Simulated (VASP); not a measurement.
Runs of VASP 6.6.1 on Pt. The structure is that of space group P6_3/mmc (No. 194), or close to it. The cells are those of the table. This isn't the form of Pt at room conditions, which is fcc.

```csv
cell,k mesh,gap on the mesh (eV),pressure (GPa)
"a = 2.871, b = 2.871, c = 9.638 Å, angles 90.0, 90.0, 120.0°, 4 atoms",15 × 15 × 4,none,-21.9
"a = 2.765, b = 2.765, c = 9.281 Å, angles 90.0, 90.0, 120.0°, 4 atoms",17 × 17 × 5,none,0.6
"a = 2.801, b = 2.801, c = 9.403 Å, angles 90.0, 90.0, 120.0°, 4 atoms",15 × 15 × 4,none,-8.9
"a = 2.837, b = 2.837, c = 9.522 Å, angles 90.0, 90.0, 120.0°, 4 atoms",15 × 15 × 4,none,(a)
```

Alike in all rows: task single point; level r2SCAN; potentials or basis VASP PAW PBE potentials, release 64 (Pt); no spin polarisation; cutoff (eV) 550; smearing fermi-dirac 0.1 eV.

Problem. Fill in the values left out.

Solution. (a) -16.3.

Caveats: the PAW data sets were made with another functional, which shifts forces and pressure a little; spin-orbit coupling is left out, which moves the levels of the heavy elements; the cell stands under tension (at least some runs).

A k mesh can miss the band edges, and the runs leave out spin-orbit coupling on Pt.

A gap of «none» marks levels without a gap at the run's occupations.
